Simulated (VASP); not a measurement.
# AlSi62 (a cell with a defect) in VASP: further runs, part 3 of 3

VASP 6.6.1. The steps go on from the part before.

### Step 5. Single point, LDA, collinear spin, zero start

Input file INCAR:

```
SYSTEM = AlSi62
ALGO = Normal
EDIFF = 1E-6
ENCUT = 520
GGA = CA
ISIF = 2
ISMEAR = 0
ISPIN = 2
LASPH = .TRUE.
LCHARG = .FALSE.
LORBIT = 11
LREAL = Auto
LWAVE = .FALSE.
MAGMOM = 0 0 0 0 0 0 0 0 0 0 0 0 0 0 0 0 0 0 0 0 0 0 0 0 0 0 0 0 0 0 0 0 0 0 0 0 0 0 0 0 0 0 0 0 0 0 0 0 0 0 0 0 0 0 0 0 0 0 0 0 0 0 0
NBANDS = 166
NELECT = 249.0
NELM = 150
PREC = Accurate
SIGMA = 0.02
```

Input file KPOINTS:

```
k-points
0
G
  1 1 1
  0 0 0
```

Input file POSCAR:

```
AlSi62
1.0
   10.8600000000      0.0000000000      0.0000000000
    0.0000000000     10.8600000000      0.0000000000
    0.0000000000      0.0000000000     10.8600000000
Si Al
62 1
Direct
    0.4991264273      0.0007402394      0.0003363720
    0.6246081952      0.1230771639      0.1257348066
    0.7481378453      0.2486421731      0.0015225599
    0.8805905157      0.3691453959      0.1199287293
    0.7508375691     -0.0019763352      0.2494678637
    0.8744831492      0.1228769797      0.3759174033
   -0.0007284530     -0.0000485267      0.0010393186
    0.1238426335      0.1252691529      0.1257547882
    0.2440230203      0.2559771639      0.0024621547
    0.3747518416      0.3761754144      0.1257162063
    0.5000888582      0.5007400552      0.0010449355
    0.6280802947      0.6237303867      0.1240098527
    0.7553137201      0.7446748619     -0.0021678637
    0.8762940147      0.8719214549      0.1239788214
    0.2517366483      0.0001963168      0.2507825967
    0.3742972376      0.1256644567      0.3766256906
    0.4997444751      0.2482193370      0.2507651934
    0.6261248619      0.3756616022      0.3742250460
    0.7550181400      0.4975022099      0.2452610497
    0.8762185083      0.6237834254      0.3721602210
    0.4998105893      0.0002132597      0.5004587477
    0.6235316759      0.1256458564      0.6260883978
    0.7494773481      0.2481771639      0.5006476980
    0.8746780847      0.3761395028      0.6254872928
    0.7494551565      0.0001302947      0.7485932781
    0.8746197053      0.1252741252      0.8762945672
    0.1305669429      0.6190573665      0.1196241252
    0.2511918969      0.7516798343      0.0014677716
    0.3767647330      0.8752383057      0.1257268877
   -0.0012685083      0.2484419890      0.2524219153
    0.1255494475      0.3744459484      0.3748557090
    0.2514491713      0.5012418048      0.2522907919
    0.3770281768      0.6255357274      0.3758103131
    0.5019555249      0.7491686004      0.2494709024
    0.6254984346      0.8745056169      0.3748438306
   -0.0001334254      0.0004118785      0.5012979742
    0.1234836096      0.1294403315      0.6297659300
    0.2486258748      0.2513474217      0.5022444751
    0.3707160221      0.3764460405      0.6296188766
    0.4995679558      0.5001772560      0.5011779926
    0.6250031308      0.6255009208      0.6237407919
    0.7508753223      0.7491518416      0.4984211786
    0.8745496317      0.8749483425      0.6238306630
    0.2486334254      0.0021299263      0.7517810313
    0.3701415285      0.1298512891      0.8770742173
    0.4979287293      0.2513422652      0.7518010129
    0.6254259669      0.3744131676      0.8747638122
    0.7485615101      0.5011389503      0.7493912523
    0.8815941068      0.6183328729      0.8705872928
    0.0024922652      0.7448926335      0.2451715470
    0.1243087477      0.8738414365      0.3742177716
   -0.0007847145      0.5007839779      0.5001082873
    0.1239163904      0.6253213628      0.6254813076
    0.2518072744      0.7505498158      0.5006114180
    0.3743327808      0.8765213628      0.6260590239
   -0.0022138122      0.2551306630      0.7553439227
    0.2452220074      0.5022697974      0.7550121547
    0.3747781768      0.6253634438      0.8762533149
    0.4998640884      0.7505778085      0.7485512891
    0.6261727440      0.8738137201      0.8760515654
   -0.0011093923      0.7513650092      0.7494766114
    0.1256042357      0.8746109576      0.8747481584
    0.0299831492      0.4694944751     -0.0281366483
```

Potentials or basis: VASP PAW LDA potentials, release 64 (Si, Al).

On the command line:

```console
$ cat potpaw_LDA.64/Si/POTCAR potpaw_LDA.64/Al/POTCAR > POTCAR
$ mpirun -np 1 vasp_gam > vasp.out
```

OUTCAR:

```text
SYSTEM = AlSi62
   EDIFF = 1E-6
   ENCUT = 520
   GGA = CA
   ISIF = 2
   ISMEAR = 0
   ISPIN = 2
   LASPH = .TRUE.
   LORBIT = 11
   LREAL = Auto
   NELECT = 249.0
   NELM = 150
   PREC = Accurate

 ion  position               nearest neighbor table
   1  0.499  0.001  0.000-   2 2.34  29 2.34  60 2.37  45 2.39
   2  0.625  0.123  0.126-   1 2.34   3 2.34   5 2.35  17 2.35
   3  0.748  0.249  0.002-   4 2.33   2 2.34  26 2.35  47 2.35
   4  0.881  0.369  0.120-  30 2.33   3 2.33  19 2.38  63 2.53
   5  0.751  0.998  0.249-  35 2.35   6 2.35   2 2.35  14 2.36
   6  0.874  0.123  0.376-  36 2.34  30 2.34   5 2.35  23 2.35
   7  0.999  1.000  0.001-  14 2.35   8 2.35  26 2.35  62 2.37
   8  0.124  0.125  0.126-   9 2.35   7 2.35  30 2.35  15 2.37
   9  0.244  0.256  0.002-   8 2.35  10 2.35  45 2.37
  10  0.375  0.376  0.126-   9 2.35  11 2.35  32 2.35  17 2.37
  11  0.500  0.501  0.001-  12 2.35  10 2.35  58 2.35  47 2.37
  12  0.628  0.624  0.124-  11 2.35  13 2.35  19 2.35  34 2.36
  13  0.755  0.745  0.998-  12 2.35  14 2.35  49 2.38  60 2.38
  14  0.876  0.872  0.124-   7 2.35  13 2.35  50 2.35   5 2.36
  15  0.252  0.000  0.251-  16 2.34  29 2.35  51 2.37   8 2.37
[... 38 lines left out ...]
  54  0.252  0.751  0.501-  55 2.34  33 2.35  51 2.37  53 2.37
  55  0.374  0.877  0.626-  54 2.34  59 2.34  21 2.35  44 2.36
[... 610 lines left out ...]
  energy-cutoff  :      520.00
  volume of cell :     1280.82
      direct lattice vectors                 reciprocal lattice vectors
    10.860000000  0.000000000  0.000000000     0.092081031  0.000000000  0.000000000
     0.000000000 10.860000000  0.000000000     0.000000000  0.092081031  0.000000000
     0.000000000  0.000000000 10.860000000     0.000000000  0.000000000  0.092081031

 POSITION                                       TOTAL-FORCE (eV/Angst)
 -----------------------------------------------------------------------------------
      5.42051      0.00804      0.00365        -0.001621     -0.000164      0.002622
      6.78324      1.33662      1.36548         0.002328      0.000221      0.000943
      8.12478      2.70025      0.01654         0.000395     -0.003968      0.003365
      9.56321      4.00892      1.30243         0.005054      0.000638     -0.005724
      8.15410     10.83854      2.70922        -0.002455     -0.006769      0.002221
      9.49689      1.33444      4.08246        -0.000234      0.003888     -0.002629
[... 55 lines left out ...]
      1.36406      9.49827      9.49977        -0.003454     -0.000232      0.000775
      0.32562      5.09871     10.55444         0.010336     -0.009762     -0.018037
 -----------------------------------------------------------------------------------
    total drift:                               -0.015938      0.015633      0.020037

  FREE ENERGIE OF THE ION-ELECTRON SYSTEM (eV)
  ---------------------------------------------------
  free  energy   TOTEN  =      -375.7609006141 eV

  energy  without entropy=     -375.7496168323  energy(sigma->0) =     -375.75525872

 total charge

# of ion       s       p       d       tot
------------------------------------------
    1        0.753   0.938   0.000   1.691
    2        0.747   0.957   0.000   1.704
    3        0.747   0.958   0.000   1.706
    4        0.759   0.934   0.000   1.693
    5        0.747   0.951   0.000   1.698
    6        0.747   0.957   0.000   1.704
[... 55 lines left out ...]
   62        0.746   0.954   0.000   1.700
   63        0.422   0.332   0.000   0.754
--------------------------------------------------
tot         46.977  58.800   0.000 105.777

 magnetization (x)

# of ion       s       p       d       tot
------------------------------------------
    1        0.000  -0.000   0.000  -0.000
    2       -0.000  -0.000   0.000  -0.000
    3       -0.000  -0.000   0.000  -0.000
    4       -0.000  -0.000   0.000  -0.000
    5       -0.000  -0.000   0.000  -0.000
    6       -0.000  -0.000   0.000  -0.000
[... 55 lines left out ...]
   62       -0.000  -0.000   0.000  -0.000
   63       -0.000  -0.000   0.000  -0.000
--------------------------------------------------
tot         -0.000  -0.000   0.000  -0.000
```

OSZICAR:

```text
N       E                     dE             d eps       ncg     rms          rms(c)
DAV:   1     0.118874313046E+04    0.11887E+04   -0.10722E+05   664   0.131E+03
[... 11 lines left out ...]
DAV:  13    -0.375760902150E+03   -0.49338E-05   -0.10476E-04   768   0.173E-02    0.139E-02
DAV:  14    -0.375760902792E+03   -0.64198E-06   -0.12455E-05   736   0.658E-03    0.111E-02
DAV:  15    -0.375760904407E+03   -0.16151E-05   -0.28845E-06   592   0.299E-03    0.912E-03
DAV:  16    -0.375760906409E+03   -0.20020E-05   -0.12410E-06   424   0.200E-03    0.984E-03
DAV:  17    -0.375760903163E+03    0.32462E-05   -0.20952E-06   568   0.276E-03    0.719E-03
DAV:  18    -0.375760900679E+03    0.24834E-05   -0.65486E-06   720   0.421E-03    0.285E-03
DAV:  19    -0.375760900614E+03    0.65123E-07   -0.13529E-06   440   0.202E-03
   1 F= -.37576090E+03 E0= -.37575526E+03  d E =-.112838E-01  mag=    -0.0008
```

Wall time 9.7 min (1 thread of Intel Xeon Platinum 8559C (Emerald Rapids), shared host); peak memory 0.93 GiB.

What came out:

```
Free energy                                           : -375.7609 eV
Largest force                                         : 0.029 eV/Å
Net moment                                            : 0.00 μB per cell
Valence electrons inside the program's atomic spheres : Si 1.69, 1.70, 1.71, 1.64 (each value once); Al 0.75
```

Forces in eV/Å, atoms in the order of the input:
```
Si  -0.002  0.000  0.003
Si   0.002  0.000  0.001
Si   0.000 -0.004  0.003
Si   0.005  0.001 -0.006
Si  -0.002 -0.007  0.002
Si   0.000  0.004 -0.003
Si  -0.001  0.001  0.001
Si   0.005  0.000  0.000
Si  -0.002  0.003  0.002
Si  -0.001 -0.005  0.000
Si  -0.001  0.001  0.000
Si   0.003 -0.004 -0.001
Si   0.003 -0.002 -0.006
Si   0.003 -0.003  0.000
Si  -0.004 -0.002  0.000
Si  -0.003  0.002  0.006
Si   0.003  0.005  0.002
Si   0.002 -0.009 -0.001
Si   0.001 -0.001 -0.001
Si   0.005 -0.005 -0.004
Si   0.001 -0.001  0.003
Si  -0.004  0.001  0.002
Si  -0.004  0.002 -0.001
Si  -0.002 -0.003  0.003
Si   0.001  0.000 -0.001
Si   0.000 -0.003  0.001
Si   0.003  0.003  0.004
Si   0.005  0.000  0.003
Si   0.001  0.000  0.001
Si  -0.002  0.000  0.003
Si   0.000  0.001  0.004
Si  -0.001  0.003  0.004
Si  -0.004 -0.002 -0.001
Si   0.005  0.002  0.002
Si  -0.004  0.005  0.002
Si   0.003  0.000 -0.001
Si   0.004  0.001  0.000
Si   0.000  0.000  0.006
Si  -0.001 -0.005  0.000
Si   0.000 -0.004 -0.001
Si  -0.003 -0.006 -0.001
Si  -0.001  0.002 -0.004
Si   0.005  0.003 -0.003
Si   0.002  0.002  0.000
Si   0.000  0.001  0.000
Si  -0.003 -0.001  0.000
Si  -0.002  0.003 -0.001
Si  -0.003  0.000 -0.004
Si  -0.016  0.018 -0.016
Si   0.003 -0.001 -0.002
Si   0.005 -0.002 -0.002
Si   0.001  0.000  0.001
Si   0.000  0.001  0.002
Si   0.000  0.003  0.000
Si   0.000  0.004  0.002
Si  -0.001  0.008  0.008
Si  -0.011  0.001  0.011
Si   0.003  0.000  0.003
Si  -0.001  0.000 -0.001
Si   0.001 -0.001  0.002
Si  -0.001  0.002 -0.006
Si  -0.003  0.000  0.001
Al   0.010 -0.010 -0.018
```

Caveat: the k points lie up to 0.58 Å⁻¹ apart; the cell carries a net charge on a neutralising background, which shifts energy and pressure; the cell is charged against a uniform background, so pressure and absolute levels hang on convention.

### Step 6. Single point, LDA, collinear spin, zero start

Input file INCAR:

```
PREC = Accurate ; ENCUT = 520
EDIFF = 1E-6 ; ISMEAR = 0
SIGMA = 0.02 ; LREAL = Auto
LASPH = T ; NELM = 150
ALGO = Normal ; ISIF = 2
LWAVE = F ; LCHARG = T
ISPIN = 2 ; MAGMOM = 0 0 0 0 0 0 0 0 0 0 0 0 0 0 0 0 0 0 0 0 0 0 0 0 0 0 0 0 0 0 0 0 0 0 0 0 0 0 0 0 0 0 0 0 0 0 0 0 0 0 0 0 0 0 0 0 0 0 0 0 0 0 0
LORBIT = 11 ; GGA = CA
LELF = T ; LVHAR = T
NBANDS = 166 ; NELECT = 249.0
```

Input file KPOINTS:

```
regular mesh
0
Gamma
  1 1 1
```

Input file POSCAR:

```
AlSi62
1.0
   10.8600000000      0.0000000000      0.0000000000
    0.0000000000     10.8600000000      0.0000000000
    0.0000000000      0.0000000000     10.8600000000
Si Al
62 1
Direct
    0.4988173112      0.0009785451     -0.0001240331
    0.6247708103      0.1231447514      0.1258613260
    0.7486867403      0.2487169429      0.0011190608
    0.8833535912      0.3700493554      0.1170221915
    0.7510567219     -0.0023387661      0.2490986188
    0.8741539595      0.1228965009      0.3757249540
   -0.0005981584     -0.0000335175      0.0008171271
    0.1242483425      0.1249940147      0.1259021179
    0.2410059853      0.2590513812      0.0025067219
    0.3750583794      0.3758267956      0.1258598527
    0.5001216390      0.5006397790      0.0008360958
    0.6285336096      0.6235511050      0.1235476980
    0.7568535912      0.7431770718     -0.0029158379
    0.8765193370      0.8715140884      0.1235145488
    0.2517969613     -0.0000186004      0.2508641805
    0.3742259669      0.1257411602      0.3768301105
    0.4999422652      0.2481855433      0.2508524862
    0.6266115101      0.3756500000      0.3736820442
    0.7563639963      0.4970042357      0.2437050645
    0.8764604052      0.6235832413      0.3715107735
    0.4998914365      0.0001458564      0.5003125230
    0.6231353591      0.1257741252      0.6261301105
    0.7492860958      0.2481960405      0.5004957643
    0.8745684162      0.3758595764      0.6251248619
    0.7492957643     -0.0000256906      0.7484199816
    0.8745290976      0.1250906077      0.8756930018
    0.1295488950      0.6162254144      0.1166309392
    0.2510347145      0.7510575506      0.0010380295
    0.3766322284      0.8749954880      0.1258277164
   -0.0010774401      0.2484641805      0.2517950276
    0.1256962247      0.3743179558      0.3745854512
    0.2513709024      0.5010568140      0.2515998158
    0.3769696133      0.6258785451      0.3755439227
    0.5023154696      0.7489592081      0.2490834254
    0.6255653775      0.8744445672      0.3746827808
    0.0001156538      0.0003032228      0.5013775322
    0.1228222836      0.1305534070      0.6306251381
    0.2485502762      0.2514347145      0.5025453039
    0.3697488950      0.3770897790      0.6303623389
    0.4997059853      0.4999818600      0.5011622468
    0.6254639963      0.6257439227      0.6239257827
    0.7511624309      0.7488871087      0.4979825046
    0.8743425414      0.8744835175      0.6240318600
    0.2485255064      0.0028008287      0.7517652855
    0.3686550645      0.1313737569      0.8777561694
    0.4973111418      0.2514579190      0.7517751381
    0.6255108656      0.3742813076      0.8744346225
    0.7494738490      0.5009378453      0.7497146409
    0.8849031308      0.6150508287      0.8720680479
    0.0030135359      0.7435594843      0.2435897790
    0.1243264273      0.8733766114      0.3736851750
   -0.0007117864      0.5007298343      0.4998517495
    0.1242436464      0.6254180479      0.6251366483
    0.2518105893      0.7507602210      0.5004526703
    0.3742065378      0.8769624309      0.6261077348
   -0.0021107735      0.2576673112      0.7575588398
    0.2429184162      0.5021399632      0.7570465930
    0.3749705341      0.6254315838      0.8756607735
    0.5000069982      0.7507585635      0.7483849908
    0.6265592081      0.8734354512      0.8759316759
   -0.0008737569      0.7504538674      0.7498155617
    0.1257580110      0.8745593923      0.8744122468
    0.0426416206      0.4564433702     -0.0398647330
```

Potentials or basis: VASP PAW LDA potentials, release 64 (Si, Al).

On the command line:

```console
$ cat potpaw_LDA.64/Si/POTCAR potpaw_LDA.64/Al/POTCAR > POTCAR
$ mpirun -np 1 vasp_gam > vasp.out
```

Wall time 10 min (1 thread of Intel Xeon Platinum 8559C (Emerald Rapids), shared host); peak memory 0.93 GiB.

The run converged. Its results:

* Free energy: -375.7675 eV
* Largest force: 0.039 eV/Å
* Net moment: 0.00 μB per cell
* Valence electrons inside the program's atomic spheres: Si 1.69, 1.70, 1.68, 1.64 (each value once); Al 0.73

Forces on the atoms (eV/Å):
```
Si   0.003 -0.002  0.004
Si   0.002  0.000  0.001
Si   0.001 -0.004  0.006
Si   0.004 -0.001 -0.005
Si  -0.002 -0.011  0.003
Si   0.000  0.003 -0.003
Si  -0.004  0.002  0.003
Si   0.006 -0.001  0.000
Si   0.004 -0.004  0.002
Si   0.000 -0.007  0.000
Si  -0.001  0.005  0.001
Si   0.002 -0.008  0.003
Si  -0.003  0.004 -0.002
Si   0.005 -0.002  0.004
Si  -0.004  0.001  0.001
Si  -0.003  0.002  0.008
Si   0.000  0.005  0.003
Si   0.002 -0.012  0.000
Si   0.004 -0.005 -0.003
Si   0.006 -0.007 -0.005
Si   0.000  0.001  0.002
Si  -0.006 -0.001  0.004
Si  -0.003  0.001 -0.002
Si   0.000 -0.010  0.000
Si  -0.001 -0.002  0.003
Si   0.003 -0.005 -0.004
Si   0.005 -0.001  0.000
Si   0.006 -0.001  0.005
Si   0.002  0.000  0.000
Si  -0.005  0.002  0.003
Si   0.003 -0.003  0.001
Si  -0.003  0.005  0.004
Si  -0.002 -0.001  0.000
Si   0.011  0.001  0.003
Si  -0.003  0.003  0.001
Si   0.000  0.003 -0.003
Si   0.000  0.005  0.003
Si  -0.001  0.001  0.010
Si  -0.002 -0.002  0.003
Si  -0.004 -0.002 -0.001
Si  -0.008 -0.001 -0.004
Si  -0.001  0.000 -0.007
Si  -0.001  0.007 -0.005
Si  -0.001  0.009  0.005
Si  -0.001  0.001  0.002
Si  -0.008  0.001  0.005
Si  -0.001 -0.003 -0.001
Si  -0.011 -0.001 -0.008
Si  -0.022  0.022 -0.024
Si   0.007 -0.004 -0.003
Si   0.009 -0.001  0.000
Si   0.000  0.002  0.001
Si   0.008 -0.001 -0.002
Si   0.001  0.003 -0.001
Si   0.000  0.005  0.005
Si  -0.006  0.011  0.013
Si  -0.016  0.005  0.018
Si   0.005 -0.002 -0.004
Si   0.001  0.001  0.002
Si   0.000 -0.001 -0.003
Si   0.000  0.011 -0.011
Si   0.002  0.000  0.000
Al   0.021 -0.013 -0.031
```

Levels at points of the mesh, in eV from the Fermi level:
Spin up:
| k point | band 122 | band 123 | band 124 | band 125 | band 126 | band 127 |
| --- | --- | --- | --- | --- | --- | --- |
| (0.00, 0.00, 0.00) | -0.53 | -0.24 | -0.23 | 0.00 | 0.64 | 0.65 |
Spin down:
```
           k point  band 122  band 123  band 124  band 125  band 126  band 127
(0.00, 0.00, 0.00)     -0.53     -0.24     -0.23      0.00      0.64      0.65
```

Caveat: the k points lie up to 0.58 Å⁻¹ apart; the cell carries a net charge on a neutralising background, which shifts energy and pressure; the cell is charged against a uniform background, so pressure and absolute levels hang on convention.
